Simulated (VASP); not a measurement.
Write the native input for VASP 6.6.1 that does the following.

```
Task                   : single point
Functional             : PBE
Potentials or basis    : VASP PAW PBE potentials, release 64 (Mn_pv, F)
Cutoff                 : 520 eV
k mesh                 : 6 × 6 × 8
Occupations            : gaussian, width 0.02 eV
Spin                   : collinear spin, ferromagnetic start
Starting moments       : [4.69, 4.69, 0.0, 0.0, 0.0, 0.0] μB
Hubbard terms          : Mn d U = 3.9 eV
Dipole correction      : no
Further INCAR settings : ALGO = Normal; EDIFF = 1e-06; NBANDS = 40
```

The structure of MnF2 lies in POSCAR:

```
MnF2
1.0
    4.8723968554      0.0000000000      0.0000000000
    0.0000000000      4.8723968554      0.0000000000
    0.0000000000      0.0000000000      3.3326699133
Mn F
2 4
Direct
    0.5000000000      0.5000000000      0.5000000000
    0.0000000000      0.0000000000      0.0000000000
    0.6950909568      0.6950909568      0.0000000000
    0.8049090432      0.1950909568      0.5000000000
    0.3049090432      0.3049090432      0.0000000000
    0.1950909568      0.8049090432      0.5000000000
```

The input as run:

INCAR

```
SYSTEM = MnF2
PREC     = Accurate       ! precision mode
ENCUT    = 520            ! plane-wave cutoff, eV
EDIFF    = 1E-6           ! SCF threshold, eV
ISMEAR   = 0              ! smearing method
SIGMA    = 0.02           ! smearing width, eV
LREAL    = .False.        ! projectors in reciprocal space
LASPH    = .True.         ! aspherical terms in the spheres
NELM     = 150            ! most SCF steps
ALGO     = Normal         ! electronic algorithm
ISIF     = 2              ! what is computed and relaxed
LWAVE    = .False.        ! write WAVECAR
LCHARG   = .False.        ! write CHGCAR
ISPIN    = 2              ! spin polarisation
MAGMOM   = 4.69 4.69 0 0 0 0 ! initial moments
LORBIT   = 11             ! projections on sites
LMAXMIX  = 4              ! l up to which the mixer works
LDAU     = .True.         ! DFT+U
LDAUTYPE = 2            
LDAUL    = 2 -1           ! shell
LDAUU    = 3.9 0          ! U, eV
LDAUJ    = 0 0          
LDAUPRINT= 1            
GGA      = PE             ! functional
NBANDS   = 40             ! bands
```

KPOINTS

```
regular mesh
0
Gamma
  6 6 8
  0 0 0
```

Potentials or basis: VASP PAW PBE potentials, release 64 (Mn_pv, F).

The run is started by

```bash
$ cat potpaw_PBE.64/Mn_pv/POTCAR potpaw_PBE.64/F/POTCAR > POTCAR
$ mpirun -np 1 vasp_std > vasp.out
```

It gave:

```yaml
Pressure: 4.1 GPa
Band_gap_on_the_k_mesh: 2.41 eV
Net_moment: 10.00 μB per cell
Site_moments: Mn +4.69; F +0.06 μB
Valence_electrons_inside_the_program's_atomic_spheres: Mn 11.26; F 6.11
```

Caveat: the cell stands under pressure; the run started ferromagnetic, and an antiferromagnetic order may lie lower in energy.

Wall time 3.1 min on 1 thread of Intel(R) Xeon(R) 6975P-C (Granite Rapids), with other jobs on the host, peak memory 0.35 GiB.
